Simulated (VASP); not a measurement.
Set up this calculation in VASP 6.6.1, as the native input.

* Task: single point
* Functional: vdW-DF2
* Potentials or basis: VASP PAW PBE potentials, release 64 (Mo_sv, S)
* Cutoff: 690 eV
* k mesh: 16 × 16 × 16
* Occupations: gaussian, width 0.03 eV
* Spin: no spin polarisation
* Tolerance level: standard
* Purpose: stress
* Further INCAR settings: ALGO = Normal; EDIFF = 1e-08; NBANDS = 35

The structure of MoS2 lies in POSCAR:

```
MoS2
1.0
    1.5800000000      0.9122134253      6.2422500000
   -1.5800000000      0.9122134253      6.2422500000
    0.0000000000     -1.8244268506      6.2422500000
Mo S
1 2
Direct
    0.0000000000      0.0000000000      0.0000000000
    0.4170000000      0.4170000000      0.4170000000
    0.2527100300      0.2527100300      0.2527100300
```

This cell differs from its parent crystal: last atom moved by 0.05 Å along z, cell strained by +1.5% along z.

One way to write it, as run:

INCAR

```
SYSTEM = MoS2
  GGA = ML
  LUSE_VDW = .TRUE.
  AGGAC = 0.0
  ZAB_VDW = -1.8867
  ISMEAR = 0
  SIGMA = 0.03
  LWAVE = .FALSE.
  LCHARG = .FALSE.
  ISIF = 2
  PREC = Accurate
  LASPH = .TRUE.
  LREAL = .FALSE.
  ALGO = Normal
  EDIFF = 1E-8
  NELM = 120
  GGA_COMPAT = .FALSE.
  ENCUT = 690
  EFERMI = MIDGAP
  KPAR = 2
  NBANDS = 35
```

KPOINTS

```
Automatic mesh
0
Gamma
  16 16 16
  0 0 0
```

Potentials or basis: VASP PAW PBE potentials, release 64 (Mo_sv, S).

Launch:

```bash
$ cat potpaw_PBE.64/Mo_sv/POTCAR potpaw_PBE.64/S/POTCAR > POTCAR
$ mpirun -np 2 vasp_std > vasp.out
```

Results of the run:

```json
{
  "Pressure": "15.8 GPa",
  "Largest force": "1.987 eV/Å",
  "Band gap on the k mesh": "1.04 eV (least direct gap 1.82 eV)"
}
```

Caveat: the cell differs from its parent crystal (last atom moved by 0.05 Å along z, cell strained by +1.5% along z); the cell stands under pressure; the PAW data sets were made with another functional, which shifts forces and pressure a little.

Wall time 23 min on 2 MPI ranks on Intel(R) Xeon(R) 6975P-C (Granite Rapids) (shared host), peak memory 1.9 GiB a rank.
